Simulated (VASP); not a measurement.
Crystal: Rh.

```
CELL_PARAMETERS angstrom
0.00000 1.89785 1.89785
1.89785 0.00000 1.89785
1.89785 1.89785 0.00000
ATOMIC_POSITIONS crystal
Rh 0.00000 0.00000 0.00000
```

- Program: VASP 6.6.1
- Task: relaxation of cell and atoms
- Functional: LDA
- Potentials or basis: VASP PAW LDA potentials, release 64 (Rh_pv)
- Cutoff: 600 eV
- k mesh: 24 × 24 × 24
- Occupations: fermi-dirac, width 0.05 eV
- Spin: no spin polarisation

At the start: pressure -9.0 GPa; volume 13.67 Å³/atom.

Where does the relaxation end?

Over 12 steps the energy falls by 12.0 meV/atom and the volume is 13.26 Å³/atom (-3.0 %); space group Fm-3m (No. 225, to 0.1 Å) before and after.

The path:
```
step  energy change (eV)  largest force (eV/Å)  pressure (GPa)  volume (Å³)
   1              0.0000                0.0000           -9.04        13.67
   2              0.0864                0.0000           32.54        12.20
   3             -0.0120                0.0000           -0.37        13.27
   4             -0.0120                0.0000           -0.05        13.26
   5             -0.0120                0.0000            0.17        13.25
   6             -0.0120                0.0000           -0.22        13.27
   7             -0.0120                0.0000           -0.04        13.26
   8             -0.0120                0.0000            0.08        13.25
   9             -0.0120                0.0000            0.05        13.25
  10             -0.0120                0.0000            0.06        13.26
  11             -0.0120                0.0000           -0.03        13.26
  12             -0.0120                0.0000            0.01        13.26
```

Final structure:
```
CELL_PARAMETERS angstrom
0.00000 1.87847 1.87847
1.87847 0.00000 1.87847
1.87847 1.87847 0.00000
ATOMIC_POSITIONS crystal
Rh 0.00000 0.00000 0.00000
```
